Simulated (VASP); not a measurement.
## Fe: single point with PBE

Crystal: Fe.

```
CELL_PARAMETERS angstrom
0.00000 1.75450 1.75450
1.75450 0.00000 1.75450
3.50900 3.50900 0.00000
ATOMIC_POSITIONS crystal
Fe 0.00000 0.00000 0.00000
Fe 0.00000 0.00000 0.50000
```

| Item | Value |
| --- | --- |
| Program | VASP 6.6.1 |
| Task | single point |
| Functional | PBE |
| Potentials or basis | VASP PAW PBE potentials, release 64 (Fe) |
| Cutoff | 520 eV |
| k mesh | 12 × 12 × 6 |
| Occupations | fermi-dirac, width 0.1 eV |
| Spin | collinear spin, antiferromagnetic start |
| Starting moments | [4.0, -4.0] μB |

```json
{
  "Pressure": "-4.9 GPa",
  "Band gap on the k mesh": "zero (filled and empty bands overlap)",
  "Net moment": "0.00 μB per cell",
  "Site moments": "Fe +1.23, -1.23 μB",
  "Valence electrons inside the program's atomic spheres": "Fe 7.37"
}
```

Stress tensor (GPa, compression positive):
```
-4.87  2.75 -2.75
 2.75 -4.87 -2.75
-2.75 -2.75 -4.87
```

Levels at points of the mesh, in eV from the Fermi level:
Spin up:
```
           k point  band 5  band 6  band 7  band 8  band 9  band 10  band 11  band 12
(0.00, 0.00, 0.00)   -1.61   -1.51   -1.51   -0.16   -0.16     0.03     1.14     1.14
(0.50, 0.00, 0.00)   -1.63    0.06    0.32    0.75    1.10     1.19     1.59     2.97
(0.00, 0.00, 0.50)   -1.84   -1.74   -0.80   -0.80   -0.76    -0.76     0.71     0.71
(0.50, 0.00, 0.50)   -2.05   -1.26   -1.26    0.18    0.34     1.57     3.34     3.89
```
Spin down:
| k point | band 4 | band 5 | band 6 | band 7 | band 8 | band 9 | band 10 | band 11 | band 12 | band 13 |
| --- | --- | --- | --- | --- | --- | --- | --- | --- | --- | --- |
| (0.00, 0.00, 0.00) | -2.00 | -1.61 | -1.51 | -1.51 | -0.16 | -0.16 | 0.03 | 1.14 | 1.14 | 7.71 |
| (0.50, 0.00, 0.00) | -1.89 | -1.63 | 0.06 | 0.32 | 0.75 | 1.10 | 1.19 | 1.59 | 2.97 | 7.72 |
| (0.00, 0.00, 0.50) | -1.84 | -1.84 | -1.74 | -0.80 | -0.80 | -0.76 | -0.76 | 0.71 | 0.71 | 15.56 |
| (0.50, 0.00, 0.50) | -2.65 | -2.05 | -1.26 | -1.26 | 0.18 | 0.34 | 1.57 | 3.34 | 3.89 | 9.71 |

Wall time 67 s on 1 thread of AMD EPYC 9R14 (Zen 4), on a shared host, peak memory 0.15 GiB.

Caveat: the moment fell far below its start of 4 μB, so a state of higher moment may lie lower in energy.
